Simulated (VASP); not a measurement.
Here is a VASP 6.6.1 calculation.

INCAR

```
SYSTEM = Fe
PREC = Accurate
ENCUT = 600
EDIFF = 1E-7
ISMEAR = 0
SIGMA = 0.1
LREAL = .FALSE.
LASPH = .TRUE.
NELM = 120
ALGO = Normal
ISIF = 3
LWAVE = .FALSE.
LCHARG = .FALSE.
GGA = PS
IBRION = 2
NSW = 70
EDIFFG = -0.004
PSTRESS = 30.0
GGA_COMPAT = .FALSE.
NELMIN = 4
```

File KPOINTS:

```
regular mesh
0
G
  27 27 16
  0 0 0
```

File POSCAR:

```
Fe
1.0
    2.4107350907      0.0000000000      0.0000000000
   -1.2053675454      2.0877578304      0.0000000000
    0.0000000000      0.0000000000      3.8141648451
Fe
2
Direct
    0.3333333333      0.6666666667      0.2500000000
    0.6666666667      0.3333333333      0.7500000000
```

Potentials or basis: VASP PAW PBE potentials, release 64 (Fe).

Run with:

```console
$ cat potpaw_PBE.64/Fe/POTCAR > POTCAR
$ mpirun -np 1 vasp_std > vasp.out
```

What does it give for the space group after relaxing (to 0.1 Å)?

P6_3/mmc (No. 194).

Estimate the relaxed volume.

9.71 Å³/atom.

Final structure:
```xyz
2
Lattice="2.4204 0.0000 0.0000 -1.2102 2.0962 0.0000 0.0000 0.0000 3.8266" Properties=species:S:1:pos:R:3 pbc="T T T"
Fe    0.0000    1.3974    0.9566
Fe    1.2102    0.6987    2.8699
```

Caveat: the cell is relaxed towards a set pressure, so the run minimises the enthalpy, not the energy; the PAW data sets were made with another functional, which shifts forces and pressure a little; the run has no spin polarisation, though such a crystal can be magnetic. Spin polarisation is off, so any magnetic state and its effect on volume and gap are missing.
